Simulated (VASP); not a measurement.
# FeSi (Pmmn) in VASP: single point with r2SCAN

Aim: the single point of FeSi with r2SCAN.

Program: VASP 6.6.1. These are calculated values, not measurements. Logs are shortened: lines on timing, memory, paths and dates and some standing lists are left out, and cuts for length are marked.

## 1. The cell of the first run

The structure is orthorhombic, space group Pmmn (No. 59). Conventional cell: a = 3.018 Å, b = 3.264 Å, c = 4.684 Å, α = 90.00°, β = 90.00°, γ = 90.00°. Fe (site symmetry mm2) has 6 Si at 2.33 to 2.39 Å and 6 Fe at 2.66 to 3.02 Å within 3.1 Å. Within 3.1 Å of Si (site symmetry mm2) lie 6 Fe at 2.33 to 2.39 Å and 6 Si at 2.67 to 3.02 Å.

## 2. Single point, r2SCAN

POSCAR

```
FeSi
1.0
    3.2636854900      0.0000000000      0.0000000000
    0.0000000000      3.0175457500      0.0000000000
    0.0000000000      0.0000000000      4.6836759000
Fe Si
2 2
Direct
    0.2500000000      0.2500000000      0.3442200000
    0.7500000000      0.7500000000      0.6557800000
    0.2500000000      0.2500000000      0.8423000000
    0.7500000000      0.7500000000      0.1577000000
```

INCAR.step1

```
SYSTEM = FeSi
PREC = Accurate
ENCUT = 520
ISMEAR = -1
SIGMA = 0.1
LREAL = .False.
LASPH = .True.
NELM = 80
NBANDS = 20
GGA = PE
ALGO = Normal
EDIFF = 1E-4
LWAVE = .True.
LCHARG = .False.
```

INCAR.step2

```
SYSTEM = FeSi
PREC = Accurate
ENCUT = 520
EDIFF = 1E-6
ISMEAR = -1
SIGMA = 0.1
LREAL = .False.
LASPH = .True.
NELM = 80
ALGO = Normal
ISIF = 2
LWAVE = .False.
LCHARG = .False.
METAGGA = R2SCAN
LMIXTAU = .True.
NBANDS = 20
ISTART = 1
```

KPOINTS

```
Automatic mesh
0
Gamma
  10 11 7
  0 0 0
```

Potentials or basis: VASP PAW PBE potentials, release 64 (Fe, Si).

The run is started by

```bash
$ cat potpaw_PBE.64/Fe/POTCAR potpaw_PBE.64/Si/POTCAR > POTCAR
$ cp INCAR.step1 INCAR
$ mpirun -np 1 vasp_std > vasp.out
$ cp INCAR.step2 INCAR
$ mpirun -np 1 vasp_std > vasp.out
```

OUTCAR:

```text
SYSTEM = FeSi
   PREC = Accurate
   ENCUT = 520
   EDIFF = 1E-6
   ISMEAR = -1
   LREAL = .False.
   LASPH = .True.
   NELM = 80
   ISIF = 2
   METAGGA = R2SCAN
   ISTART = 1

 ion  position               nearest neighbor table
   1  0.250  0.250  0.344-   3 2.33   3 2.35   4 2.39   4 2.39   4 2.39   4 2.39   2 2.66   2 2.66
                             2 2.66   2 2.66
   2  0.750  0.750  0.656-   4 2.33   4 2.35   3 2.39   3 2.39   3 2.39   3 2.39   1 2.66   1 2.66
                             1 2.66   1 2.66
   3  0.250  0.250  0.842-   1 2.33   1 2.35   2 2.39   2 2.39   2 2.39   2 2.39   4 2.67   4 2.67
                             4 2.67   4 2.67
   4  0.750  0.750  0.158-   2 2.33   2 2.35   1 2.39   1 2.39   1 2.39   1 2.39   3 2.67   3 2.67
                             3 2.67   3 2.67

  LATTYP: Found a simple orthorhombic cell.
 ALAT       =     3.0175457500
 B/A-ratio  =     1.0815695139
 C/A-ratio  =     1.5521474364

  Lattice vectors:

 A1 = (   0.0000000000,  -3.0175457500,   0.0000000000)
 A2 = (   3.2636854900,   0.0000000000,   0.0000000000)
 A3 = (   0.0000000000,   0.0000000000,   4.6836759000)

Analysis of symmetry for initial positions (statically):
=====================================================================
 Subroutine PRICEL returns:
 Original cell was already a primitive cell.

 Routine SETGRP: Setting up the symmetry group for a
 simple orthorhombic supercell.

 Subroutine GETGRP returns: Found  8 space group operations
 (whereof  2 operations were pure point group operations)
 out of a pool of  8 trial point group operations.

The static configuration has the point symmetry S_2 .
 The point group associated with its full space group is D_2h.

Analysis of symmetry for dynamics (positions and initial velocities):
=====================================================================
 Subroutine PRICEL returns:
 Original cell was already a primitive cell.

 Routine SETGRP: Setting up the symmetry group for a
 simple orthorhombic supercell.

 Subroutine GETGRP returns: Found  8 space group operations
 (whereof  2 operations were pure point group operations)
 out of a pool of  8 trial point group operations.

The dynamic configuration has the point symmetry S_2 .
 The point group associated with its full space group is D_2h.

 Subroutine INISYM returns: Found  8 space group operations
 (whereof  2 operations are pure point group operations),
 and found     1 'primitive' translations

----------------------------------------------------------------------------------------

                                     Primitive cell

  volume of cell :      46.1263

  direct lattice vectors                    reciprocal lattice vectors
     3.263685490  0.000000000  0.000000000     0.306402073  0.000000000  0.000000000
     0.000000000  3.017545750  0.000000000     0.000000000  0.331395141  0.000000000
     0.000000000  0.000000000  4.683675900     0.000000000  0.000000000  0.213507514

  length of vectors
     3.263685490  3.017545750  4.683675900     0.306402073  0.331395141  0.213507514

  position of ions in fractional coordinates (direct lattice)
     0.250000000  0.250000000  0.344220000
     0.750000000  0.750000000  0.655780000
     0.250000000  0.250000000  0.842300000
     0.750000000  0.750000000  0.157700000

  ion indices of the primitive-cell ions
   primitive index   ion index
                 1           1
                 2           2
                 3           3
                 4           4

----------------------------------------------------------------------------------------

 KPOINTS: Automatic mesh

Automatic generation of k-mesh.
 Grid dimensions read from file:
 generate k-points for:   10   11    7

 Generating k-lattice:

  Cartesian coordinates                     Fractional coordinates (reciprocal lattice)
     0.030640207  0.000000000  0.000000000     0.100000000  0.000000000  0.000000000
     0.000000000  0.030126831  0.000000000     0.000000000  0.090909091  0.000000000
     0.000000000  0.000000000  0.030501073     0.000000000  0.000000000  0.142857143

  Length of vectors
     0.030640207  0.030126831  0.030501073

  Shift w.r.t. Gamma in fractional coordinates (k-lattice)
     0.000000000  0.000000000  0.000000000

 Subroutine IBZKPT returns following result:
 ===========================================

 Found    144 irreducible k-points:

 Following reciprocal coordinates:
            Coordinates               Weight
  0.000000  0.000000  0.000000      1.000000
  0.100000  0.000000  0.000000      2.000000
  0.200000  0.000000  0.000000      2.000000
  0.300000  0.000000  0.000000      2.000000
  0.400000  0.000000  0.000000      2.000000
  0.500000  0.000000  0.000000      1.000000
[... 16 lines left out ...]
  0.400000  0.272727  0.000000      4.000000
  0.500000  0.272727  0.000000      2.000000
 [... further k-points ...]
   k-points           NKPTS =    144   k-points in BZ     NKDIM =    144   number of bands    NBANDS=     20
   number of dos      NEDOS =    301   number of ions     NIONS =      4
   total plane-waves  NPLWV =  20736
   dimension x,y,z NGX =    24 NGY =   24 NGZ =   36
   dimension x,y,z NGXF=    48 NGYF=   48 NGZF=   72
   ions per type =               2   2
   NGX,Y,Z   is equivalent  to a cutoff of  12.23, 13.22, 12.78 a.u.
   NGXF,Y,Z  is equivalent  to a cutoff of  24.45, 26.44, 25.56 a.u.
 SYSTEM =  FeSi
   PREC   = accura    normal or accurate (medium, high low for compatibility)
   ISTART =      1    job   : 0-new  1-cont  2-samecut
   ICHARG =      0    charge: 1-file 2-atom 10-const
   ISPIN  =      1    spin polarized calculation?
   LNONCOLLINEAR =      F non collinear calculations
   LSORBIT =      F    spin-orbit coupling
   LASPH  =      T    aspherical Exc in radial PAW
   ENCUT  =  520.0 eV  38.22 Ry    6.18 a.u.   6.07  5.61  8.71*2*pi/ulx,y,z
   NELM   =     80;   NELMIN=  2; NELMDL=  0     # of ELM steps
   EDIFF  = 0.1E-05   stopping-criterion for ELM
   LREAL  =      F    real-space projection
   EDIFFG = 0.1E-04   stopping-criterion for IOM
   NSW    =      0    number of steps for IOM
   IBRION =     -1    ionic relax: 0-MD 1-quasi-New 2-CG
   NFREE  =      0    steps in history (QN), initial steepest desc. (CG)
   ISIF   =      2    stress and relaxation
   ISYM   =      2    0-nonsym 1-usesym 2-fastsym
   POTIM  = 0.5000    time-step for ionic-motion
   TEBEG  =    0.0;   TEEND  =   0.0 temperature during run
   PSTRESS=    0.0 pullay stress
   NELECT =      24.0000    total number of electrons
   NUPDOWN=      -1.0000    fix difference up-down
   EMIN   =  10.00;   EMAX   =-10.00  energy-range for DOS
   EFERMI =   0.00;   METHOD = LEGACY
   ISMEAR =    -1;   SIGMA  =   0.10  broadening in eV -4-tet -1-fermi 0-gaus
   EFERMI_NEDOS =   21; number of points for ismear=-14 and -15
   IALGO  =     38    algorithm
   IMIX   =      4    mixing-type and parameters
     AMIX     =   0.40;   BMIX     =  1.00
     AMIX_MAG =   1.60;   BMIX_MAG =  1.00
  volume/ion in A,a.u.               =      11.53        77.82
  Fermi-wavevector in a.u.,A,eV,Ry     =   1.316727  2.488252 23.589355  1.733769
  Thomas-Fermi vector in A             =   2.446818
   LORBIT       =      0    0 simple, 1 ext, 2 COOP (PROOUT), +10 PAW based schemes
   METAGGA = R2SCAN    functional components
   LHFCALC =     F    Hartree Fock is set to
   AEXX    =    0.0000 exact exchange contribution
   IVDW    =     0    specifies the selected vdW correction
   LEPSILON=     F    determine dielectric tensor
   LRPA    =     F    only Hartree local field effects (RPA)
 non-spin polarized calculation
  energy-cutoff  :      520.00
  volume of cell :       46.13
 maximum number of plane-waves:      1266
   NGX = 13   NGY = 11   NGZ = 17

 number of electron      23.9999994 magnetization

 Free energy of the ion-electron system (eV)
  ---------------------------------------------------
  ext. energy  EPLUGINS =         0.00000000
  ---------------------------------------------------
  free energy    TOTEN  =       -45.81735841 eV

  energy without entropy =      -45.62743781  energy(sigma->0) =      -45.72239811

 E-fermi :   9.0885     XC(G=0): -13.5161

 val. band max:        9.0877936413   @ k =   0.2000   0.3636   0.4286
 cond. band min:       9.0919901495   @ k =   0.4000   0.4545   0.4286
 fundamental gap:      0.0041965082
 Fermi energy:         9.0885213922

 k-point     1 :       0.0000    0.0000    0.0000
  band No.  band energies     occupation
      1      -4.7142      2.00000
      2       1.2637      2.00000
      3       3.2008      2.00000
      4       5.7304      2.00000
      5       6.6826      2.00000
      6       7.3528      2.00000
[... 12 lines left out ...]
     19      17.3850      0.00000
     20      18.8397      0.00000

 k-point     2 :       0.1000    0.0000    0.0000
  band No.  band energies     occupation
      1      -4.5696      2.00000
      2       1.3339      2.00000
      3       3.3185      2.00000
      4       5.3853      2.00000
      5       6.5829      2.00000
      6       7.3856      2.00000
[... 12 lines left out ...]
     19      17.3720      0.00000
     20      17.4429      0.00000

 k-point     3 :       0.2000    0.0000    0.0000
  band No.  band energies     occupation
      1      -4.1390      2.00000
      2       1.4461      2.00000
      3       3.6604      2.00000
      4       4.3702      2.00000
      5       6.5351      2.00000
      6       7.0972      2.00000
[... 12 lines left out ...]
     19      17.5110      0.00000
     20      17.8323      0.00000

 k-point     4 :       0.3000    0.0000    0.0000
  band No.  band energies     occupation
      1      -3.4334      2.00000
      2       1.1131      2.00000
      3       3.6582      2.00000
      4       4.1865      2.00000
      5       6.4394      2.00000
      6       6.4443      2.00000
[... 12 lines left out ...]
     19      17.2131      0.00000
     20      20.0847      0.00000

 k-point     5 :       0.4000    0.0000    0.0000
  band No.  band energies     occupation
      1      -2.4734      2.00000
      2       0.0007      2.00000
      3       3.9198      2.00000
      4       4.7727      2.00000
      5       5.7018      2.00000
      6       6.1515      2.00000
[... 12 lines left out ...]
     19      17.3841      0.00000
     20      19.2247      0.00000

 k-point     6 :       0.5000    0.0000    0.0000
  band No.  band energies     occupation
      1      -1.2977      2.00000
      2      -1.2977      2.00000
      3       4.6009      2.00000
      4       4.6009      2.00000
      5       5.6811      2.00000
      6       5.6811      2.00000
[... 12 lines left out ...]
     19      18.2201      0.00000
     20      18.2201      0.00000

 k-point     7 :       0.0000    0.0909    0.0000
  band No.  band energies     occupation
      1      -4.5739      2.00000
      2       1.3642      2.00000
      3       3.3120      2.00000
      4       5.6459      2.00000
      5       6.7531      2.00000
      6       7.2365      2.00000
[... 12 lines left out ...]
     19      16.6618      0.00000
     20      18.4682      0.00000
[... 277 lines left out ...]
 k-point    20 :       0.1000    0.2727    0.0000
  band No.  band energies     occupation
      1      -3.3309      2.00000
      2       1.9424      2.00000
      3       4.1104      2.00000
      4       4.2274      2.00000
      5       6.3913      2.00000
      6       6.4765      2.00000
[... 12 lines left out ...]
     19      16.0984      0.00000
     20      18.1650      0.00000

 k-point    21 :       0.2000    0.2727    0.0000
  band No.  band energies     occupation
      1      -2.9225      2.00000
      2       2.0363      2.00000
      3       4.1888      2.00000
      4       4.5055      2.00000
      5       5.5933      2.00000
      6       6.1500      2.00000
[... 12 lines left out ...]
     19      16.5673      0.00000
     20      16.6349      0.00000

 k-point    22 :       0.3000    0.2727    0.0000
  band No.  band energies     occupation
      1      -2.2554      2.00000
      2       1.8135      2.00000
      3       3.9461      2.00000
      4       4.8462      2.00000
      5       5.5275      2.00000
      6       5.8340      2.00000
[... 12 lines left out ...]
     19      15.8783      0.00000
     20      16.3002      0.00000

 k-point    23 :       0.4000    0.2727    0.0000
  band No.  band energies     occupation
      1      -1.3533      2.00000
      2       0.9037      2.00000
      3       4.0639      2.00000
      4       4.8943      2.00000
      5       5.7408      2.00000
      6       5.8310      2.00000
[... 12 lines left out ...]
     19      16.1528      0.00000
     20      16.8021      0.00000

 k-point    24 :       0.5000    0.2727    0.0000
  band No.  band energies     occupation
      1      -0.2629      2.00000
      2      -0.2629      2.00000
      3       4.5025      2.00000
      4       4.5025      2.00000
      5       5.8691      2.00000
      6       5.8691      2.00000
[... 12 lines left out ...]
     19      16.7987      0.00000
     20      16.7987      0.00000

 [... further k-points ...]
[... 5 lines left out ...]
  --------------------------------------------------------------------------------------
  -------------------------------------------------------------------------------------
  Total       -2.0756890     -5.7894275      2.4375400      0.0000000      0.0000000      0.0000000
  in kB      -72.0981075   -201.0931147     84.6668352      0.0000000      0.0000000      0.0000000
  external PRESSURE =     -62.8414623 kB  Pullay stress =       0.0000000 kB

 VOLUME and BASIS-vectors are now :
 -----------------------------------------------------------------------------
  energy-cutoff  :      520.00
  volume of cell :       46.13
      direct lattice vectors                 reciprocal lattice vectors
     3.263685490  0.000000000  0.000000000     0.306402073  0.000000000  0.000000000
     0.000000000  3.017545750  0.000000000     0.000000000  0.331395141  0.000000000
     0.000000000  0.000000000  4.683675900     0.000000000  0.000000000  0.213507514

 POSITION                                       TOTAL-FORCE (eV/Angst)
 -----------------------------------------------------------------------------------
      0.81592      0.75439      1.61221        -0.000000      0.000000     -0.838945
      2.44776      2.26316      3.07146         0.000000     -0.000000      0.838945
      0.81592      0.75439      3.94506         0.000000     -0.000000      0.925457
      2.44776      2.26316      0.73862         0.000000     -0.000000     -0.925457
 -----------------------------------------------------------------------------------
    total drift:                                0.000000      0.000000      0.000000

  FREE ENERGIE OF THE ION-ELECTRON SYSTEM (eV)
  ---------------------------------------------------
  free  energy   TOTEN  =       -45.8173584143 eV

  energy  without entropy=      -45.6274378128  energy(sigma->0) =      -45.72239811
```

Run time: 5.5 min. Hardware: 1 thread of AMD EPYC 7R13 (Zen 3), shared host; peak memory 0.22 GiB.

Results:

* Free energy: -45.8174 eV
* Pressure: -6.3 GPa
* Largest force: 0.925 eV/Å
* Band gap on the k mesh: zero (band 12 reaches 9.22 eV, above the bottom of band 13 at 8.83 eV)

Forces on the atoms (eV/Å):
```
Fe   0.000  0.000 -0.839
Fe   0.000  0.000  0.839
Si   0.000  0.000  0.925
Si   0.000  0.000 -0.925
```

Stress tensor (GPa, compression positive):
```
 -7.21   0.00   0.00
  0.00 -20.11   0.00
  0.00   0.00   8.47
```

Levels at points of the mesh, in eV from the Fermi level:
| k point | band 8 | band 9 | band 10 | band 11 | band 12 | band 13 | band 14 | band 15 | band 16 | band 17 |
| --- | --- | --- | --- | --- | --- | --- | --- | --- | --- | --- |
| (0.00, 0.00, 0.00) | -1.18 | -1.17 | -0.94 | -0.79 | -0.24 | 0.02 | 0.04 | 1.79 | 4.71 | 6.70 |
| (0.50, 0.00, 0.00) | -2.17 | -1.05 | -1.05 | -0.68 | -0.68 | -0.21 | -0.21 | 3.47 | 3.47 | 6.12 |

Caveat: the PAW data sets were made with another functional, which shifts forces and pressure a little.
